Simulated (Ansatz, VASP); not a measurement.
One calculation of K, two programs

The input INCAR:

```
PREC     = Accurate       # precision mode
ENCUT    = 500            # plane-wave cutoff, eV
EDIFF    = 1E-7           # SCF threshold, eV
ISMEAR   = 0              # smearing method
SIGMA    = 0.1            # smearing width, eV
LREAL    = F              # projectors in reciprocal space
LASPH    = T              # aspherical terms in the spheres
NELM     = 120            # most SCF steps
ALGO     = Normal         # electronic algorithm
ISIF     = 3              # what is computed and relaxed
LWAVE    = F              # write WAVECAR
LCHARG   = F              # write CHGCAR
GGA      = PE             # functional
IBRION   = 2              # ionic algorithm
NSW      = 80             # ionic steps
EDIFFG   = -0.05          # ionic threshold
GGA_COMPAT= F            
NELMIN   = 4
```

KPOINTS

```
Automatic mesh
0
Gamma
  6 6 6
```

The input POSCAR:

```
K
1.0
    0.0000000000      2.6226778832      2.6226778832
    2.6226778832      0.0000000000      2.6226778832
    2.6226778832      2.6226778832      0.0000000000
K
1
Direct
    0.0000000000      0.0000000000      0.0000000000
```

Input for Ansatz:

```yaml
crystal:
  lattice:
    - [0.0, 2.6226778832, 2.6226778832]
    - [2.6226778832, 0.0, 2.6226778832]
    - [2.6226778832, 2.6226778832, 0.0]
  atoms:
    - { symbol: K, position: [0.0, 0.0, 0.0] }
basis:
  ecutwfc: 420
kpoints:
  mp_grid: { grid: [6, 6, 6] }
hamiltonian:
  xc: pbe
scf:
  occupations: { method: gaussian, width: 0.1 }
output:
  forces: true
  stress: true
  eigenvalues: true
relax:
  adjacent_minimum: "off"
  f_tol: 0.05
  max_steps: 60
  cell: { stress_tol: 0.5 }
```

Alike in both runs: task relaxation of cell and atoms; functional PBE; k mesh 6 × 6 × 6; occupations gaussian, width 0.1 eV; no spin polarisation.

|  | VASP | Ansatz |
| --- | --- | --- |
| version | VASP 6.6.1 | Ansatz 0.2.0 |
| potentials or method | VASP PAW PBE potentials, release 64 (K_sv), cutoff 500 eV | scalar-relativistic, plane waves, PAW |
| valence electrons in the cell | 9 | 9 |

|  | VASP | Ansatz | Ansatz less VASP |
| --- | --- | --- | --- |
| gap on the k mesh at the Fermi level, each at its own relaxed structure (eV) | none | none | - |
| relaxed volume (Å³/atom) | 71.53 | 73.44 | +1.918 |
| relaxed cell length with the largest relative difference (Å) | 4.659 | 4.701 | +0.0413 |

A gap of «none» marks a metal or a gap that the smearing closes.

Noted on VASP's run: the volume moved by over 15 % at a fixed basis, so the end points are rough.
